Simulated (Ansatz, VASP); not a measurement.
BaTiO3: VASP beside Ansatz

INCAR

```
SYSTEM = BaTiO3
  PREC = Accurate
  ENCUT = 520
  EDIFF = 1E-6
  ISMEAR = 0
  SIGMA = 0.01
  LREAL = .FALSE.
  LASPH = .TRUE.
  NELM = 100
  ALGO = Normal
  ISIF = 2
  LWAVE = .FALSE.
  LCHARG = .TRUE.
  GGA = PS
  IVDW = 13
  LELF = .TRUE.
  LVHAR = .TRUE.
  NBANDS = 28
```

KPOINTS

```
regular mesh
0
G
  4 4 4
  0 0 0
```

The input POSCAR:

```
BaTiO3
1.0
    2.8574700000      1.5884900000      2.3664400000
   -2.7608700000      1.5870200000      2.2496700000
    0.0470200000     -3.3027700000      2.3976500000
Ba Ti O
1 1 3
Direct
    0.9816000000      0.0107500000      0.9878300000
    0.4853090956      0.4888300031      0.5072922787
    0.5041000000      0.4895800000      0.0208700000
    0.0283200000      0.5017200000      0.5090800000
    0.5217800000      0.0261100000      0.4997500000
```

Input for Ansatz:

```yaml
crystal:
  lattice:
    - [2.85747, 1.58849, 2.36644]
    - [-2.76087, 1.58702, 2.24967]
    - [0.04702, -3.30277, 2.39765]
  atoms:
    - { symbol: Ba, position: [0.9816, 0.01075, 0.98783] }
    - { symbol: Ti, position: [0.485309095568034, 0.48883000310008307, 0.5072922787353524] }
    - { symbol: O, position: [0.5041, 0.48958, 0.02087] }
    - { symbol: O, position: [0.02832, 0.50172, 0.50908] }
    - { symbol: O, position: [0.52178, 0.02611, 0.49975] }
basis:
  ecutwfc: 540.0
  xc_grid: 2
kpoints:
  mp_grid:
    grid: [4, 4, 4]
hamiltonian:
  xc: pbesol
  dispersion: d4
scf:
  convergence:
    dr2_threshold: 1.0e-09
  occupations:
    method: fixed
output:
  forces: true
  stress: true
```

Alike in both runs: task single point; functional PBEsol; dispersion D4; k mesh 4 × 4 × 4; no spin polarisation.

|  | VASP | Ansatz |
| --- | --- | --- |
| version | VASP 6.6.1 | Ansatz 0.2.0 |
| potentials or method | VASP PAW PBE potentials, release 64 (Ba_sv, Ti_sv, O), cutoff 520 eV | plane waves, PAW |
| occupations | gaussian, width 0.01 eV | fixed |
| valence electrons in the cell | 40 | 40 |

```tsv
	VASP	Ansatz	Ansatz less VASP
pressure (GPa)	0.6	-1.4	-1.92
traceless stress, the component that is largest in VASP (GPa)	4.75	4.63	-0.126
rms of the force components (eV/Å)	0.507	0.484	-0.0230
```

VASP's potentials were made for PBE, not for PBEsol. Atom by atom the forces differ by 0.042 eV/Å (rms over components). Ansatz's warnings: stress scf threshold loose.

Neither program's run includes spin-orbit coupling.
